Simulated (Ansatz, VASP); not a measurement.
# Two plane-wave programs on SiNi3

INCAR

```
SYSTEM = SiNi3
PREC = Accurate
ENCUT = 600
EDIFF = 1E-7
ISMEAR = 0
SIGMA = 0.1
LREAL = .FALSE.
LASPH = .TRUE.
NELM = 80
ALGO = Normal
ISIF = 3
LWAVE = .FALSE.
LCHARG = .FALSE.
GGA = PS
IBRION = 2
NSW = 100
EDIFFG = -0.005
```

KPOINTS

```
regular mesh
0
G
  12 12 12
  0 0 0
```

The input POSCAR:

```
SiNi3
1.0
    3.4613761972      0.0000000000      0.0000000000
    0.0000000000      3.4613761972      0.0000000000
    0.0000000000      0.0000000000      3.4613761972
Si Ni
1 3
Direct
    0.0000000000      0.0000000000      0.0000000000
    0.0000000000      0.5000000000      0.5000000000
    0.5000000000      0.0000000000      0.5000000000
    0.5000000000      0.5000000000      0.0000000000
```

Input for Ansatz:

```yaml
crystal:
  lattice:
    - [3.4613761427, 0.0, 0.0]
    - [0.0, 3.4613761427, 0.0]
    - [0.0, 0.0, 3.4613761427]
  atoms:
    - { symbol: Si, position: [0.0, 0.0, 0.0] }
    - { symbol: Ni, position: [0.0, 0.5, 0.5] }
    - { symbol: Ni, position: [0.5, 0.0, 0.5] }
    - { symbol: Ni, position: [0.5, 0.5, 0.0] }
basis:
  ecutwfc: 420
kpoints:
  mp_grid: { grid: [12, 12, 12] }
hamiltonian:
  xc: pbesol
scf:
  occupations: { method: gaussian, width: 0.1 }
output:
  forces: true
  stress: true
  eigenvalues: true
relax:
  adjacent_minimum: "off"
  f_tol: 0.005
  max_steps: 80
  cell: { stress_tol: 0.05 }
```

Alike in both runs: task relaxation of cell and atoms; functional PBEsol; k mesh 12 × 12 × 12; occupations gaussian, width 0.1 eV; no spin polarisation.

|  | VASP | Ansatz |
| --- | --- | --- |
| version | VASP 6.6.1 | Ansatz 0.2.0 |
| potentials or method | VASP PAW PBE potentials, release 64 (Si, Ni), cutoff 600 eV | scalar-relativistic, plane waves, PAW |
| valence electrons in the cell | 34 | 58 |

```tsv
	VASP	Ansatz	Ansatz less VASP
gap on the k mesh at the Fermi level, each at its own relaxed structure (eV)	none	none	-
relaxed volume (Å³/atom)	10.37	10.37	-0.002
relaxed cell length with the largest relative difference (Å)	3.461	3.461	-0.0002
```

VASP's potentials were made for PBE, not for PBEsol. A gap of «none» marks a metal or a gap that the smearing closes. VASP's potentials hold 34 valence electrons a cell and Ansatz's 58, so a difference there can come from the potentials and not from the codes.

Noted on VASP's run: the relaxation stopped at its first step, so nothing moved.
